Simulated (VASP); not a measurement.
# CuO (Cccm) in VASP: further runs

The runs below take CuO through single point, with r2SCAN.

Program: VASP 6.6.1. These are calculated values, not measurements. Logs are shortened: lines on timing, memory, paths and dates and some standing lists are left out, and cuts for length are marked.

## 1. The cell of the first run

Symmetry: Cccm, No. 66, orthorhombic system. Conventional cell: a = 3.982 Å, b = 4.307 Å, c = 5.156 Å, α = 90.00°, β = 90.00°, γ = 90.00°. Cu (site symmetry 2/m) has 4 O at 1.95 Å within 2.6 Å. Within 2.6 Å of O (site symmetry 222) lie 4 Cu at 1.95 Å and 2 O at 2.58 Å.

## 2. Single point, r2SCAN, collinear spin, ferromagnetic start

The input, POSCAR:

```
CuO
1.0
    1.9909680000     -2.1535500000      0.0000000000
    1.9909680000      2.1535500000      0.0000000000
    0.0000000000      0.0000000000      5.1559280000
Cu O
2 2
Direct
    0.0000000000      0.5000000000      0.0000000000
    0.5000000000      0.0000000000      0.5000000000
    0.5000000000      0.5000000000      0.2500000000
    0.5000000000      0.5000000000      0.7500000000
```

The input, INCAR.step1:

```
PREC = Accurate ; ENCUT = 520
ISMEAR = 0 ; SIGMA = 0.1
LREAL = F ; LASPH = T
NELM = 150 ; ISPIN = 2
MAGMOM = 0.69 0.69 0.36 0.36 ; LMAXMIX = 4
NBANDS = 29 ; GGA = PE
ALGO = Normal ; EDIFF = 1E-4
LWAVE = T ; LCHARG = F
```

The input, INCAR.step2:

```
PREC = Accurate ; ENCUT = 520
EDIFF = 1E-6 ; ISMEAR = 0
SIGMA = 0.1 ; LREAL = F
LASPH = T ; NELM = 150
ALGO = Normal ; ISIF = 2
LWAVE = F ; LCHARG = F
ISPIN = 2 ; MAGMOM = 0.69 0.69 0.36 0.36
LORBIT = 11 ; LMAXMIX = 4
METAGGA = R2SCAN ; LMIXTAU = T
NBANDS = 29 ; ISTART = 1
```

The input, KPOINTS:

```
regular mesh
0
Gamma
  8 8 4
```

Potentials or basis: VASP PAW PBE potentials, release 64 (Cu, O).

Launch:

```sh
cat potpaw_PBE.64/Cu/POTCAR potpaw_PBE.64/O/POTCAR > POTCAR
cp INCAR.step1 INCAR
mpirun -np 1 vasp_std > vasp.out
cp INCAR.step2 INCAR
mpirun -np 1 vasp_std > vasp.out
```

OUTCAR:

```text
PREC = Accurate
   ENCUT = 520
   EDIFF = 1E-6
   ISMEAR = 0
   LREAL = F
   LASPH = T
   NELM = 150
   ISIF = 2
   ISPIN = 2
   LORBIT = 11
   METAGGA = R2SCAN
   ISTART = 1

 ion  position               nearest neighbor table
   1  0.000  0.500  0.000-   3 1.95   4 1.95   3 1.95   4 1.95
   2  0.500  0.000  0.500-   3 1.95   4 1.95   3 1.95   4 1.95
   3  0.500  0.500  0.250-   1 1.95   2 1.95   2 1.95   1 1.95
   4  0.500  0.500  0.750-   1 1.95   2 1.95   2 1.95   1 1.95

  LATTYP: Found a base centered orthorhombic cell.
 ALAT       =     3.9819360000
 B/A-ratio  =     1.0816597755
 C/A-ratio  =     1.2948294498

  Lattice vectors:

 A1 = (   1.9909680000,  -2.1535500000,   0.0000000000)
 A2 = (   1.9909680000,   2.1535500000,   0.0000000000)
 A3 = (   0.0000000000,   0.0000000000,   5.1559280000)

Analysis of symmetry for initial positions (statically):
=====================================================================
 Subroutine PRICEL returns:
 Original cell was already a primitive cell.

 Routine SETGRP: Setting up the symmetry group for a
 base centered orthorhombic supercell.

 Subroutine GETGRP returns: Found  8 space group operations
 (whereof  4 operations were pure point group operations)
 out of a pool of  8 trial point group operations.

The static configuration has the point symmetry C_2h.
 The point group associated with its full space group is D_2h.

Analysis of symmetry for dynamics (positions and initial velocities):
=====================================================================
 Subroutine PRICEL returns:
 Original cell was already a primitive cell.

 Routine SETGRP: Setting up the symmetry group for a
 base centered orthorhombic supercell.

 Subroutine GETGRP returns: Found  8 space group operations
 (whereof  4 operations were pure point group operations)
 out of a pool of  8 trial point group operations.

The dynamic configuration has the point symmetry C_2h.
 The point group associated with its full space group is D_2h.

Analysis of structural, dynamic, and magnetic symmetry:
=====================================================================
 Subroutine PRICEL returns:
 Original cell was already a primitive cell.

 Routine SETGRP: Setting up the symmetry group for a
 base centered orthorhombic supercell.

 Subroutine GETGRP returns: Found  8 space group operations
 (whereof  4 operations were pure point group operations)
 out of a pool of  8 trial point group operations.

The overall configuration has the point symmetry C_2h.
 The point group associated with its full space group is D_2h.

 Subroutine INISYM returns: Found  8 space group operations
 (whereof  4 operations are pure point group operations),
 and found     1 'primitive' translations

----------------------------------------------------------------------------------------

                                     Primitive cell

  volume of cell :      44.2136

  direct lattice vectors                    reciprocal lattice vectors
     1.990968000 -2.153550000  0.000000000     0.251134122 -0.232174781  0.000000000
     1.990968000  2.153550000  0.000000000     0.251134122  0.232174781  0.000000000
     0.000000000  0.000000000  5.155928000     0.000000000  0.000000000  0.193951506

  length of vectors
     2.932870809  2.932870809  5.155928000     0.342013854  0.342013854  0.193951506

  position of ions in fractional coordinates (direct lattice)
     0.000000000  0.500000000  0.000000000
     0.500000000  0.000000000  0.500000000
     0.500000000  0.500000000  0.250000000
     0.500000000  0.500000000  0.750000000

  ion indices of the primitive-cell ions
   primitive index   ion index
                 1           1
                 2           2
                 3           3
                 4           4

----------------------------------------------------------------------------------------

 KPOINTS: regular mesh

Automatic generation of k-mesh.
 Grid dimensions read from file:
 generate k-points for:    8    8    4

 Generating k-lattice:

  Cartesian coordinates                     Fractional coordinates (reciprocal lattice)
     0.031391765 -0.029021848  0.000000000     0.125000000  0.000000000  0.000000000
     0.031391765  0.029021848  0.000000000     0.000000000  0.125000000  0.000000000
     0.000000000  0.000000000  0.048487876     0.000000000  0.000000000  0.250000000

  Length of vectors
     0.042751732  0.042751732  0.048487876

  Shift w.r.t. Gamma in fractional coordinates (k-lattice)
     0.000000000  0.000000000  0.000000000

 Subroutine IBZKPT returns following result:
 ===========================================

 Found     63 irreducible k-points:

 Following reciprocal coordinates:
            Coordinates               Weight
  0.000000  0.000000  0.000000      1.000000
  0.125000  0.000000  0.000000      4.000000
  0.250000  0.000000  0.000000      4.000000
  0.375000  0.000000  0.000000      4.000000
  0.500000  0.000000  0.000000      2.000000
  0.125000  0.125000  0.000000      2.000000
[... 16 lines left out ...]
  0.125000  0.000000  0.250000      8.000000
  0.250000  0.000000  0.250000      8.000000
 [... further k-points ...]
   k-points           NKPTS =     63   k-points in BZ     NKDIM =     63   number of bands    NBANDS=     29
   number of dos      NEDOS =    301   number of ions     NIONS =      4
   total plane-waves  NPLWV =  23040
   dimension x,y,z NGX =    24 NGY =   24 NGZ =   40
   dimension x,y,z NGXF=    48 NGYF=   48 NGZF=   80
   ions per type =               2   2
   NGX,Y,Z   is equivalent  to a cutoff of  13.60, 13.60, 12.90 a.u.
   NGXF,Y,Z  is equivalent  to a cutoff of  27.21, 27.21, 25.79 a.u.
 SYSTEM =  unknown system
   PREC   = accura    normal or accurate (medium, high low for compatibility)
   ISTART =      1    job   : 0-new  1-cont  2-samecut
   ICHARG =      0    charge: 1-file 2-atom 10-const
   ISPIN  =      2    spin polarized calculation?
   LNONCOLLINEAR =      F non collinear calculations
   LSORBIT =      F    spin-orbit coupling
   LASPH  =      T    aspherical Exc in radial PAW
   ENCUT  =  520.0 eV  38.22 Ry    6.18 a.u.   5.45  5.45  9.59*2*pi/ulx,y,z
   NELM   =    150;   NELMIN=  2; NELMDL=  0     # of ELM steps
   EDIFF  = 0.1E-05   stopping-criterion for ELM
   LREAL  =      F    real-space projection
   EDIFFG = 0.1E-04   stopping-criterion for IOM
   NSW    =      0    number of steps for IOM
   IBRION =     -1    ionic relax: 0-MD 1-quasi-New 2-CG
   NFREE  =      0    steps in history (QN), initial steepest desc. (CG)
   ISIF   =      2    stress and relaxation
   ISYM   =      2    0-nonsym 1-usesym 2-fastsym
   POTIM  = 0.5000    time-step for ionic-motion
   TEBEG  =    0.0;   TEEND  =   0.0 temperature during run
   PSTRESS=    0.0 pullay stress
   NELECT =      34.0000    total number of electrons
   NUPDOWN=      -1.0000    fix difference up-down
   EMIN   =  10.00;   EMAX   =-10.00  energy-range for DOS
   EFERMI =   0.00;   METHOD = LEGACY
   ISMEAR =     0;   SIGMA  =   0.10  broadening in eV -4-tet -1-fermi 0-gaus
   EFERMI_NEDOS =   21; number of points for ismear=-14 and -15
   IALGO  =     38    algorithm
   IMIX   =      4    mixing-type and parameters
     AMIX     =   0.40;   BMIX     =  1.00
     AMIX_MAG =   1.60;   BMIX_MAG =  1.00
  volume/ion in A,a.u.               =      11.05        74.59
  Fermi-wavevector in a.u.,A,eV,Ry     =   1.499854  2.834314 30.607167  2.249563
  Thomas-Fermi vector in A             =   2.611430
   LORBIT       =     11    0 simple, 1 ext, 2 COOP (PROOUT), +10 PAW based schemes
   METAGGA = R2SCAN    functional components
   LHFCALC =     F    Hartree Fock is set to
   AEXX    =    0.0000 exact exchange contribution
   IVDW    =     0    specifies the selected vdW correction
   LEPSILON=     F    determine dielectric tensor
   LRPA    =     F    only Hartree local field effects (RPA)
 spin polarized calculation
 Gauss-broadening in eV      SIGMA  =   0.10
  energy-cutoff  :      520.00
  volume of cell :       44.21
 maximum number of plane-waves:      1206
 NGX is ok and might be reduce to    24
   NGX = 11   NGY = 11   NGZ = 19

 number of electron      33.9999999 magnetization       0.0000043

 Free energy of the ion-electron system (eV)
  ---------------------------------------------------
  ext. energy  EPLUGINS =         0.00000000
  ---------------------------------------------------
  free energy    TOTEN  =       -36.47300379 eV

  energy without entropy =      -36.46560975  energy(sigma->0) =      -36.46930677

 E-fermi :   4.7497     XC(G=0): -12.0167

 val. band max:        4.7453632378   @ k =   0.2500   0.1250   0.5000
 cond. band min:       4.7823237957   @ k =  -0.2500   0.1250   0.5000
 fundamental gap:      0.0369605579
 Fermi energy:         4.7497374268

 spin component 1

 k-point     1 :       0.0000    0.0000    0.0000
  band No.  band energies     occupation
      1     -16.2253      1.00000
      2     -14.9629      1.00000
      3      -3.6082      1.00000
      4      -0.9705      1.00000
      5      -0.8107      1.00000
      6       0.8772      1.00000
[... 757 lines left out ...]
     28      22.9859      0.00000
     29      25.9213      0.00000

 [... further k-points ...]

 spin component 2

 k-point     1 :       0.0000    0.0000    0.0000
  band No.  band energies     occupation
      1     -16.2253      1.00000
      2     -14.9629      1.00000
      3      -3.6082      1.00000
      4      -0.9705      1.00000
      5      -0.8107      1.00000
      6       0.8772      1.00000
[... 757 lines left out ...]
     28      22.9859      0.00000
     29      25.9213      0.00000

 [... further k-points ...]

------------------------ aborting loop because EDIFF is reached ----------------------------------------

  FORCE on cell =-STRESS in cart. coord.  units (eV):
  Direction    XX          YY          ZZ          XY          YZ          ZX
  --------------------------------------------------------------------------------------
  -------------------------------------------------------------------------------------
  Total       -0.9073234     -1.2171489     -1.1852124     -0.0000000      0.0000000      0.0000000
  in kB      -32.8788500    -44.1060554    -42.9487656     -0.0000000      0.0000000      0.0000000
  external PRESSURE =     -39.9778904 kB  Pullay stress =       0.0000000 kB

 VOLUME and BASIS-vectors are now :
 -----------------------------------------------------------------------------
  energy-cutoff  :      520.00
  volume of cell :       44.21
      direct lattice vectors                 reciprocal lattice vectors
     1.990968000 -2.153550000  0.000000000     0.251134122 -0.232174781  0.000000000
     1.990968000  2.153550000  0.000000000     0.251134122  0.232174781  0.000000000
     0.000000000  0.000000000  5.155928000     0.000000000  0.000000000  0.193951506

 POSITION                                       TOTAL-FORCE (eV/Angst)
 -----------------------------------------------------------------------------------
      0.99548      1.07678      0.00000        -0.000000     -0.000000      0.000000
      0.99548     -1.07678      2.57796         0.000000     -0.000000      0.000000
      1.99097      0.00000      1.28898        -0.000000      0.000000      0.000000
      1.99097      0.00000      3.86695        -0.000000     -0.000000      0.000000
 -----------------------------------------------------------------------------------
    total drift:                                0.000000     -0.000000     -0.000000

  FREE ENERGIE OF THE ION-ELECTRON SYSTEM (eV)
  ---------------------------------------------------
  free  energy   TOTEN  =       -36.4730037908 eV

  energy  without entropy=      -36.4656097467  energy(sigma->0) =      -36.46930677

 total charge

# of ion       s       p       d       tot
------------------------------------------
    1        0.390   0.398   9.132   9.920
    2        0.390   0.398   9.132   9.920
    3        1.580   3.403   0.000   4.984
    4        1.580   3.403   0.000   4.984
--------------------------------------------------
tot          3.940   7.603  18.264  29.807

 magnetization (x)

# of ion       s       p       d       tot
------------------------------------------
    1       -0.000  -0.000   0.000   0.000
    2       -0.000  -0.000   0.000   0.000
    3        0.000   0.000   0.000   0.000
    4        0.000   0.000   0.000   0.000
--------------------------------------------------
tot          0.000   0.000   0.000   0.000
```

Wall time 7.7 min (1 thread of Intel Xeon Platinum 8259CL at 2.50GHz (Skylake/Cascade Lake), shared host); peak memory 0.26 GiB.

Results:

| Property | Result |
| --- | --- |
| Free energy | -36.4730 eV |
| Pressure | -4.0 GPa |
| Band gap on the k mesh | zero (filled and empty bands overlap) |
| Net moment | 0.00 μB per cell |
| Valence electrons inside the program's atomic spheres | Cu 9.92; O 4.98 |

Caveat: the cell stands under tension; the PAW data sets were made with another functional, which shifts forces and pressure a little; semilocal functionals often make such compounds metallic where correlation or magnetic order opens a gap, which also shifts bond lengths. With open d or f shells a metallic result of r2SCAN can be an artefact of self-interaction; +U or a hybrid may open a gap.

## 3. Single point, r2SCAN, collinear spin, ferromagnetic start

POSCAR is that of step 2.

The input, INCAR.step1:

```
SYSTEM = CuO
ALGO = Normal
EDIFF = 1E-4
ENCUT = 520
GGA = PE
ISMEAR = 0
ISPIN = 2
LASPH = .True.
LCHARG = .False.
LMAXMIX = 4
LREAL = .False.
LWAVE = .True.
MAGMOM = 0.69 0.69 0.36 0.36
NBANDS = 29
NELM = 150
PREC = Accurate
SIGMA = 0.1
```

The input, INCAR.step2:

```
SYSTEM = CuO
ALGO = Normal
EDIFF = 1E-6
ENCUT = 520
ISIF = 2
ISMEAR = 0
ISPIN = 2
ISTART = 1
LASPH = .True.
LCHARG = .False.
LMAXMIX = 4
LMIXTAU = .True.
LORBIT = 11
LREAL = .False.
LWAVE = .False.
MAGMOM = 0.69 0.69 0.36 0.36
METAGGA = R2SCAN
NBANDS = 29
NELM = 150
PREC = Accurate
SIGMA = 0.1
```

The input, KPOINTS:

```
k-points
0
Gamma
  12 12 8
  0 0 0
```

Potentials or basis: VASP PAW PBE potentials, release 64 (Cu, O).

Launch:

```sh
cat potpaw_PBE.64/Cu/POTCAR potpaw_PBE.64/O/POTCAR > POTCAR
cp INCAR.step1 INCAR
mpirun -np 1 vasp_std > vasp.out
cp INCAR.step2 INCAR
mpirun -np 1 vasp_std > vasp.out
```

OUTCAR:

```text
SYSTEM = CuO
   EDIFF = 1E-6
   ENCUT = 520
   ISIF = 2
   ISMEAR = 0
   ISPIN = 2
   ISTART = 1
   LASPH = .True.
   LORBIT = 11
   LREAL = .False.
   METAGGA = R2SCAN
   NELM = 150
   PREC = Accurate

 ion  position               nearest neighbor table
   1  0.000  0.500  0.000-   3 1.95   4 1.95   3 1.95   4 1.95
   2  0.500  0.000  0.500-   3 1.95   4 1.95   3 1.95   4 1.95
   3  0.500  0.500  0.250-   1 1.95   2 1.95   2 1.95   1 1.95
   4  0.500  0.500  0.750-   1 1.95   2 1.95   2 1.95   1 1.95

  LATTYP: Found a base centered orthorhombic cell.
[... 1773 lines left out ...]
      direct lattice vectors                 reciprocal lattice vectors
     1.990968000 -2.153550000  0.000000000     0.251134122 -0.232174781  0.000000000
     1.990968000  2.153550000  0.000000000     0.251134122  0.232174781  0.000000000
     0.000000000  0.000000000  5.155928000     0.000000000  0.000000000  0.193951506

 POSITION                                       TOTAL-FORCE (eV/Angst)
 -----------------------------------------------------------------------------------
      0.99548      1.07678      0.00000         0.000000     -0.000000      0.000000
      0.99548     -1.07678      2.57796        -0.000000     -0.000000      0.000000
      1.99097      0.00000      1.28898         0.000000     -0.000000      0.000000
      1.99097      0.00000      3.86695         0.000000      0.000000     -0.000000
 -----------------------------------------------------------------------------------
    total drift:                                0.000000     -0.000000     -0.000000

  FREE ENERGIE OF THE ION-ELECTRON SYSTEM (eV)
  ---------------------------------------------------
  free  energy   TOTEN  =       -36.4612960753 eV

  energy  without entropy=      -36.4488440721  energy(sigma->0) =      -36.45507007

 total charge

# of ion       s       p       d       tot
------------------------------------------
    1        0.390   0.398   9.131   9.920
    2        0.390   0.398   9.131   9.920
    3        1.580   3.404   0.000   4.984
    4        1.580   3.404   0.000   4.984
--------------------------------------------------
tot          3.940   7.604  18.263  29.807

 magnetization (x)

# of ion       s       p       d       tot
------------------------------------------
    1       -0.000   0.000   0.000   0.000
    2       -0.000   0.000   0.000   0.000
    3        0.000   0.000   0.000   0.000
    4        0.000   0.000   0.000   0.000
--------------------------------------------------
tot          0.000   0.000   0.001   0.001
```

OSZICAR.step1:

```text
N       E                     dE             d eps       ncg     rms          rms(c)
DAV:   1     0.308499835970E+03    0.30850E+03   -0.15523E+04 26896   0.178E+03
DAV:   2     0.141090479580E+02   -0.29439E+03   -0.26483E+03 25479   0.370E+02
DAV:   3    -0.247370355339E+02   -0.38846E+02   -0.36299E+02 28513   0.141E+02
DAV:   4    -0.260082262785E+02   -0.12712E+01   -0.12623E+01 31106   0.282E+01
DAV:   5    -0.260311204681E+02   -0.22894E-01   -0.22892E-01 29731   0.353E+00    0.186E+01
DAV:   6    -0.227440117949E+02    0.32871E+01   -0.28925E+01 34717   0.136E+02    0.168E+01
DAV:   7    -0.196493106474E+02    0.30947E+01   -0.86182E+00 31287   0.985E+01    0.280E+00
DAV:   8    -0.197322063731E+02   -0.82896E-01   -0.11763E+00 30048   0.805E+00    0.134E+00
DAV:   9    -0.197215405176E+02    0.10666E-01   -0.35654E-02 34863   0.357E+00    0.321E-01
DAV:  10    -0.197245108230E+02   -0.29703E-02   -0.48175E-03 33528   0.911E-01    0.162E-01
DAV:  11    -0.197247852046E+02   -0.27438E-03   -0.71501E-04 32284   0.332E-01    0.517E-02
DAV:  12    -0.197248717530E+02   -0.86548E-04   -0.65764E-05 17697   0.155E-01
   1 F= -.19724872E+02 E0= -.19718533E+02  d E =-.126779E-01  mag=     0.0114
```

Run time: 58 min. Hardware: 1 thread of Oxide Virtual Turin-like, shared host; peak memory 0.45 GiB.

Results:

| Property | Result |
| --- | --- |
| Free energy | -36.4613 eV |
| Pressure | -4.1 GPa |
| Band gap on the k mesh | zero (filled and empty bands overlap) |
| Net moment | 0.00 μB per cell |
| Valence electrons inside the program's atomic spheres | Cu 9.92; O 4.98 |

Levels at points of the mesh, in eV from the Fermi level:
Spin up:
```tsv
k point	band 13	band 14	band 15	band 16	band 17	band 18	band 19	band 20	band 21	band 22
(0.00, 0.00, 0.00)	-2.59	-2.55	-2.52	-2.13	0.56	0.76	1.68	6.56	7.74	13.87
(0.50, 0.00, 0.00)	-2.54	-2.08	-1.74	-1.68	0.21	0.46	4.03	6.32	6.90	11.59
(0.50, 0.50, 0.00)	-2.61	-2.57	-1.61	-1.39	-1.34	1.15	2.48	7.59	9.65	11.00
(0.00, 0.00, 0.50)	-2.49	-2.49	-1.74	-1.74	0.11	0.11	3.78	3.78	12.25	12.25
(0.50, 0.00, 0.50)	-2.64	-2.56	-2.19	-1.96	-0.19	0.65	4.66	6.32	8.66	9.30
(0.50, 0.50, 0.50)	-2.08	-2.08	-1.59	-1.59	-0.50	-0.50	4.34	4.34	10.71	10.71
```
Spin down:
```csv
k point,band 14,band 15,band 16,band 17,band 18,band 19,band 20,band 21
"(0.00, 0.00, 0.00)",-2.55,-2.51,-2.13,0.56,0.76,1.68,6.56,7.74
"(0.50, 0.00, 0.00)",-2.08,-1.74,-1.68,0.21,0.46,4.03,6.32,6.90
"(0.50, 0.50, 0.00)",-2.57,-1.61,-1.39,-1.34,1.15,2.48,7.59,9.65
"(0.00, 0.00, 0.50)",-2.49,-1.74,-1.74,0.11,0.11,3.78,3.78,12.25
"(0.50, 0.00, 0.50)",-2.56,-2.19,-1.96,-0.19,0.66,4.66,6.32,8.66
"(0.50, 0.50, 0.50)",-2.08,-1.59,-1.59,-0.50,-0.50,4.34,4.34,10.71
```

Caveat: the cell stands under tension; the PAW data sets were made with another functional, which shifts forces and pressure a little; semilocal functionals often make such compounds metallic where correlation or magnetic order opens a gap, which also shifts bond lengths. With open d or f shells a metallic result of r2SCAN can be an artefact of self-interaction; +U or a hybrid may open a gap.

The gap in the log of VASP goes by the Fermi energy; the results here count the filled bands.